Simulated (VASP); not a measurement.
# Sn in VASP: a series of runs, part 3 of 3

VASP 6.6.1. Earlier steps stand in the parts before.

**6. Electric field gradients, PBE (equal xx and yy strain of -3 %)**

INCAR reads:

```
ALGO = Normal
EDIFF = 1E-8
ENCUT = 520
GGA = PE
ISIF = 2
ISMEAR = -1
LASPH = True
LCHARG = False
LEFG = True
LREAL = False
LWAVE = False
NBANDS = 21
NELM = 80
PREC = Accurate
SIGMA = 0.03
```

KPOINTS reads:

```
k-points
0
Gamma
  9 9 9
```

POSCAR reads:

```
Sn
1.0
    0.0000000000      3.1482320000      3.2456000000
    3.1482320000      0.0000000000      3.2456000000
    3.1482320000      3.1482320000      0.0000000000
Sn
2
Direct
    0.5000000000      0.5000000000      0.5000000000
    0.7500000000      0.7500000000      0.7500000000
```

Potentials or basis: VASP PAW PBE potentials, release 64 (Sn_d).

Command:

```bash
$ cat potpaw_PBE.64/Sn_d/POTCAR > POTCAR
$ mpirun -np 1 vasp_std > vasp.out
```

OUTCAR:

```text
EDIFF = 1E-8
   ENCUT = 520
   GGA = PE
   ISIF = 2
   ISMEAR = -1
   LASPH = True
   LREAL = False
   NELM = 80
   PREC = Accurate

 ion  position               nearest neighbor table
   1  0.500  0.500  0.500-   2 2.75   2 2.75   2 2.75   2 2.75
   2  0.750  0.750  0.750-   1 2.75   1 2.75   1 2.75   1 2.75

  LATTYP: Found a body centered tetragonal cell.
 ALAT       =     4.4522723919
 C/A-ratio  =     1.4579521262

  Lattice vectors:

 A1 = (  -3.1482320000,   0.0000000000,   3.2456000000)
 A2 = (   3.1482320000,   0.0000000000,   3.2456000000)
 A3 = (   0.0000000000,   3.1482320000,  -3.2456000000)

Analysis of symmetry for initial positions (statically):
=====================================================================
 Subroutine PRICEL returns:
 Original cell was already a primitive cell.

 Routine SETGRP: Setting up the symmetry group for a
 body centered tetragonal supercell.

 Subroutine GETGRP returns: Found 16 space group operations
 (whereof  8 operations were pure point group operations)
 out of a pool of 16 trial point group operations.

The static configuration has the point symmetry D_2d.
 The point group associated with its full space group is D_4h.

Analysis of symmetry for dynamics (positions and initial velocities):
=====================================================================
 Subroutine PRICEL returns:
 Original cell was already a primitive cell.

 Routine SETGRP: Setting up the symmetry group for a
 body centered tetragonal supercell.

 Subroutine GETGRP returns: Found 16 space group operations
 (whereof  8 operations were pure point group operations)
 out of a pool of 16 trial point group operations.

[... 150 lines left out ...]

 val. band max:        6.2444349129   @ k =   0.0000   0.0000   0.0000
 cond. band min:       6.4277378929   @ k =   0.4444   0.0000   0.0000
 fundamental gap:      0.1833029800
 Fermi energy:         6.3688228218

 k-point     1 :       0.0000    0.0000    0.0000
  band No.  band energies     occupation
      1     -15.5178      2.00000
      2     -15.5178      2.00000
      3     -15.5031      2.00000
      4     -15.4479      2.00000
      5     -15.4413      2.00000
      6     -15.0969      2.00000
[... 565 lines left out ...]
     20      16.5132      0.00000
     21      16.8135      0.00000

 [... further k-points ...]
[... 5 lines left out ...]
  --------------------------------------------------------------------------------------
  -------------------------------------------------------------------------------------
  Total        2.8059192      2.8059192      2.4223390      0.0000000     -0.0000000      0.0000000
  in kB       69.8758812     69.8758812     60.3235716      0.0000000     -0.0000000      0.0000000
  external PRESSURE =      66.6917780 kB  Pullay stress =       0.0000000 kB

 VOLUME and BASIS-vectors are now :
 -----------------------------------------------------------------------------
  energy-cutoff  :      520.00
  volume of cell :       64.34
      direct lattice vectors                 reciprocal lattice vectors
     0.000000000  3.148232000  3.245600000    -0.158819299  0.158819299  0.154054720
     3.148232000  0.000000000  3.245600000     0.158819299 -0.158819299  0.154054720
     3.148232000  3.148232000  0.000000000     0.158819299  0.158819299 -0.154054720

 POSITION                                       TOTAL-FORCE (eV/Angst)
 -----------------------------------------------------------------------------------
      3.14823      3.14823      3.24560        -0.000000     -0.000000      0.000000
      4.72235      4.72235      4.86840         0.000000      0.000000      0.000000
 -----------------------------------------------------------------------------------
    total drift:                                0.000000      0.000000      0.000000

  FREE ENERGIE OF THE ION-ELECTRON SYSTEM (eV)
  ---------------------------------------------------
  free  energy   TOTEN  =        -7.5132293934 eV

  energy  without entropy=       -7.5129161793  energy(sigma->0) =       -7.51307279

 Electric field gradients (V/A^2)
---------------------------------------------------------------------
 ion       V_xx      V_yy      V_zz      V_xy      V_xz      V_yz
---------------------------------------------------------------------
   1       1.231     1.231    -2.462    -0.003    -0.001    -0.001
   2       1.231     1.231    -2.462    -0.003    -0.001    -0.001
---------------------------------------------------------------------

 Electric field gradients after diagonalization (V/A^2)
 (convention: |V_zz| > |V_xx| > |V_yy|)
----------------------------------------------------------------------
 ion       V_xx      V_yy      V_zz     asymmetry (V_yy - V_xx)/ V_zz
----------------------------------------------------------------------
   1       1.234     1.228    -2.462       0.002
   2       1.234     1.228    -2.462       0.002
----------------------------------------------------------------------

           NMR quadrupolar parameters

 Cq : quadrupolar parameter    Cq=e*Q*V_zz/h
 eta: asymmetry parameters     (V_yy - V_xx)/ V_zz
 Q  : nuclear electric quadrupole moment in mb (millibarn)
----------------------------------------------------------------------
 ion       Cq(MHz)       eta       Q (mb)
----------------------------------------------------------------------
   1      -0.006       0.002       1.000
   2      -0.006       0.002       1.000
----------------------------------------------------------------------
```

OSZICAR:

```text
N       E                     dE             d eps       ncg     rms          rms(c)
DAV:   1     0.231827506374E+03    0.23183E+03   -0.14943E+04  3206   0.200E+03
DAV:   2     0.173875926310E+02   -0.21444E+03   -0.20965E+03  3155   0.451E+02
DAV:   3    -0.679653818480E+01   -0.24184E+02   -0.24057E+02  3725   0.141E+02
DAV:   4    -0.756468502535E+01   -0.76815E+00   -0.76786E+00  3515   0.283E+01
DAV:   5    -0.759083830701E+01   -0.26153E-01   -0.26153E-01  4682   0.504E+00    0.353E+00
DAV:   6    -0.753651432939E+01    0.54324E-01   -0.29921E-02  4208   0.206E+00    0.207E+00
DAV:   7    -0.751089017501E+01    0.25624E-01   -0.51653E-02  3507   0.229E+00    0.167E-01
DAV:   8    -0.751287397082E+01   -0.19838E-02   -0.62441E-03  3560   0.852E-01    0.508E-02
DAV:   9    -0.751320961259E+01   -0.33564E-03   -0.45730E-04  3689   0.160E-01    0.125E-02
DAV:  10    -0.751322569853E+01   -0.16086E-04   -0.32678E-05  4104   0.467E-02    0.592E-03
DAV:  11    -0.751322967476E+01   -0.39762E-05   -0.73580E-06  3475   0.229E-02    0.133E-03
DAV:  12    -0.751322941521E+01    0.25955E-06   -0.53882E-07  4235   0.948E-03    0.612E-04
DAV:  13    -0.751322931531E+01    0.99898E-07   -0.48056E-08  2985   0.194E-03    0.165E-04
DAV:  14    -0.751322939015E+01   -0.74835E-07   -0.96792E-09  2495   0.148E-03    0.262E-05
DAV:  15    -0.751322939342E+01   -0.32715E-08   -0.18190E-09  2005   0.460E-04
   1 F= -.75132294E+01 E0= -.75130728E+01  d E =-.313214E-03
```

stdout:

```text
POSCAR found type information on POSCAR Sn
 POSCAR found :  1 types and       2 ions
 scaLAPACK will be used
 LDA part: xc-table for (Slater+PW92), standard interpolation
 POSCAR, INCAR and KPOINTS ok, starting setup
 FFT: planning ... GRIDC
 FFT: planning ... GRID_SOFT
 FFT: planning ... GRID
 WAVECAR not read
 entering main loop
ion   1

ion   2
```

It took 68 s on 1 thread of AMD EPYC 9R45 (Zen 5), shared host; peak memory 0.21 GiB.

What came out:

* Free energy: -7.5132 eV
* Pressure: 6.7 GPa
* Band gap on the k mesh: zero (band 14 reaches 6.46 eV, above the bottom of band 15 at 6.43 eV)

Levels at points of the mesh, in eV from the Fermi level:
| k point | band 10 | band 11 | band 12 | band 13 | band 14 | band 15 | band 16 | band 17 | band 18 | band 19 |
| --- | --- | --- | --- | --- | --- | --- | --- | --- | --- | --- |
| (0.00, 0.00, 0.00) | -21.43 | -11.09 | -0.28 | -0.12 | 0.10 | 0.10 | 2.06 | 2.06 | 2.19 | 4.99 |

Electric field gradients, principal values (V/Å²):
| atom | least | middle | greatest (by size) |
| --- | --- | --- | --- |
| 1 Sn | 1.228 | 1.234 | -2.462 |
| 2 Sn | 1.228 | 1.234 | -2.462 |

Caveat: the cell differs from its parent crystal (equal xx and yy strain of -3 %); without QUAD_EFG the Cq values of the log hold for a quadrupole moment of 1 mb, not for the nuclei; spin-orbit coupling is left out, which moves the levels of the heavy elements.

**7. Electric field gradients, PBE (zz strain of -2 %)**

INCAR reads:

```
SYSTEM = Sn
ALGO = Normal ; EDIFF = 1E-8
ENCUT = 520 ; GGA = PE
ISIF = 2 ; ISMEAR = -1
LASPH = .TRUE. ; LCHARG = .FALSE.
LEFG = .TRUE. ; LREAL = .FALSE.
LWAVE = .FALSE. ; NBANDS = 21
NELM = 60 ; PREC = Accurate
SIGMA = 0.03
```

KPOINTS reads:

```
k-points
0
G
  9 9 9
  0 0 0
```

POSCAR reads:

```
Sn
1.0
    0.0000000000      3.2456000000      3.1806880000
    3.2456000000      0.0000000000      3.1806880000
    3.2456000000      3.2456000000      0.0000000000
Sn
2
Direct
    0.5000000000      0.5000000000      0.5000000000
    0.7500000000      0.7500000000      0.7500000000
```

Potentials or basis: VASP PAW PBE potentials, release 64 (Sn_d).

Command:

```bash
$ cat potpaw_PBE.64/Sn_d/POTCAR > POTCAR
$ mpirun -np 1 vasp_std > vasp.out
```

OUTCAR:

```text
SYSTEM = Sn
   EDIFF = 1E-8
   ENCUT = 520
   GGA = PE
   ISIF = 2
   ISMEAR = -1
   LASPH = .TRUE.
   LREAL = .FALSE.
   NELM = 60
   PREC = Accurate

 ion  position               nearest neighbor table
   1  0.500  0.500  0.500-   2 2.79   2 2.79   2 2.79   2 2.79
   2  0.750  0.750  0.750-   1 2.79   1 2.79   1 2.79   1 2.79

  LATTYP: Found a body centered tetragonal cell.
 ALAT       =     4.5899715380
 C/A-ratio  =     1.3859292911

  Lattice vectors:

 A1 = (   0.0000000000,  -3.2456000000,  -3.1806880000)
 A2 = (   0.0000000000,   3.2456000000,  -3.1806880000)
 A3 = (   3.2456000000,   0.0000000000,   3.1806880000)

Analysis of symmetry for initial positions (statically):
=====================================================================
 Subroutine PRICEL returns:
 Original cell was already a primitive cell.

 Routine SETGRP: Setting up the symmetry group for a
[... 768 lines left out ...]
  volume of cell :       67.01
      direct lattice vectors                 reciprocal lattice vectors
     0.000000000  3.245600000  3.180688000    -0.154054720  0.154054720  0.157198694
     3.245600000  0.000000000  3.180688000     0.154054720 -0.154054720  0.157198694
     3.245600000  3.245600000  0.000000000     0.154054720  0.154054720 -0.157198694

 POSITION                                       TOTAL-FORCE (eV/Angst)
 -----------------------------------------------------------------------------------
      3.24560      3.24560      3.18069        -0.000000     -0.000000     -0.000000
      4.86840      4.86840      4.77103         0.000000      0.000000      0.000000
 -----------------------------------------------------------------------------------
    total drift:                                0.000000      0.000000      0.000000

  FREE ENERGIE OF THE ION-ELECTRON SYSTEM (eV)
  ---------------------------------------------------
  free  energy   TOTEN  =        -7.6062518753 eV

  energy  without entropy=       -7.6057205098  energy(sigma->0) =       -7.60598619

 Electric field gradients (V/A^2)
---------------------------------------------------------------------
 ion       V_xx      V_yy      V_zz      V_xy      V_xz      V_yz
---------------------------------------------------------------------
   1      -0.933    -0.933     1.867    -0.000    -0.001    -0.001
   2      -0.933    -0.933     1.867    -0.000    -0.001    -0.001
---------------------------------------------------------------------

 Electric field gradients after diagonalization (V/A^2)
 (convention: |V_zz| > |V_xx| > |V_yy|)
----------------------------------------------------------------------
 ion       V_xx      V_yy      V_zz     asymmetry (V_yy - V_xx)/ V_zz
----------------------------------------------------------------------
   1      -0.934    -0.933     1.867       0.000
   2      -0.934    -0.933     1.867       0.000
----------------------------------------------------------------------

           NMR quadrupolar parameters

 Cq : quadrupolar parameter    Cq=e*Q*V_zz/h
 eta: asymmetry parameters     (V_yy - V_xx)/ V_zz
 Q  : nuclear electric quadrupole moment in mb (millibarn)
----------------------------------------------------------------------
 ion       Cq(MHz)       eta       Q (mb)
----------------------------------------------------------------------
   1       0.005       0.000       1.000
   2       0.005       0.000       1.000
----------------------------------------------------------------------
```

OSZICAR:

```text
N       E                     dE             d eps       ncg     rms          rms(c)
DAV:   1     0.231934618956E+03    0.23193E+03   -0.14948E+04  3175   0.197E+03
DAV:   2     0.179858383035E+02   -0.21395E+03   -0.20952E+03  3155   0.452E+02
DAV:   3    -0.685252253769E+01   -0.24838E+02   -0.24699E+02  3720   0.142E+02
DAV:   4    -0.764566688344E+01   -0.79314E+00   -0.79288E+00  3545   0.285E+01
DAV:   5    -0.767259528018E+01   -0.26928E-01   -0.26928E-01  4677   0.512E+00    0.332E+00
DAV:   6    -0.762591904325E+01    0.46676E-01   -0.28137E-02  4240   0.204E+00    0.195E+00
DAV:   7    -0.760395577916E+01    0.21963E-01   -0.47497E-02  3443   0.222E+00    0.164E-01
DAV:   8    -0.760585742675E+01   -0.19016E-02   -0.59745E-03  3620   0.848E-01    0.504E-02
DAV:   9    -0.760623112006E+01   -0.37369E-03   -0.49907E-04  3591   0.159E-01    0.125E-02
DAV:  10    -0.760624769180E+01   -0.16572E-04   -0.32805E-05  4072   0.462E-02    0.592E-03
DAV:  11    -0.760625204038E+01   -0.43486E-05   -0.74929E-06  3491   0.208E-02    0.113E-03
DAV:  12    -0.760625190433E+01    0.13605E-06   -0.39194E-07  3931   0.731E-03    0.515E-04
DAV:  13    -0.760625182970E+01    0.74626E-07   -0.46992E-08  2915   0.187E-03    0.160E-04
DAV:  14    -0.760625187301E+01   -0.43312E-07   -0.58782E-09  2465   0.112E-03    0.267E-05
DAV:  15    -0.760625187528E+01   -0.22628E-08   -0.13940E-09  2005   0.437E-04
   1 F= -.76062519E+01 E0= -.76059862E+01  d E =-.531365E-03
```

Wall time 70 s (1 thread of AMD EPYC 9R45 (Zen 5), shared host); peak memory 0.21 GiB.

Results:

* Free energy: -7.6063 eV
* Pressure: 4.2 GPa

Electric field gradients, principal values (V/Å²):
```tsv
atom	least	middle	greatest (by size)
1 Sn	-0.933	-0.934	1.867
2 Sn	-0.933	-0.934	1.867
```

Caveat: the cell differs from its parent crystal (zz strain of -2 %); without QUAD_EFG the Cq values of the log hold for a quadrupole moment of 1 mb, not for the nuclei; spin-orbit coupling is left out, which moves the levels of the heavy elements.

**8. Overview**

| cell | gap on the mesh (eV) | pressure (GPa) | largest force (eV/Å) |
| --- | --- | --- | --- |
| a = 4.613, b = 4.613, c = 4.636 Å, angles 59.8, 59.8, 60.3°, 2 atoms | none | 2.2 | - |
| a = 4.522 Å, angles 62.0°, 2 atoms | none | 3.4 | 0.59 |
| a = 4.660 Å, angles 58.0°, 2 atoms | none | 3.4 | 0.44 |
| a = 4.567 Å, angles 60.7°, 2 atoms | none | 3.2 | 0.18 |
| a = 4.522, b = 4.522, c = 4.452 Å, angles 60.5, 60.5, 59.0°, 2 atoms | none | 6.7 | - |
| a = 4.544, b = 4.544, c = 4.590 Å, angles 59.7, 59.7, 60.7°, 2 atoms | - | 4.2 | - |

Alike in all rows: task electric field gradients; level PBE; potentials or basis VASP PAW PBE potentials, release 64 (Sn_d); no spin polarisation; k mesh 9 × 9 × 9; cutoff (eV) 520; smearing fermi-dirac 0.03 eV.

Caveats: spin-orbit coupling is left out, which moves the levels of the heavy elements.

Total energies depend on the potentials used, so only differences within one code and one set of settings carry meaning.
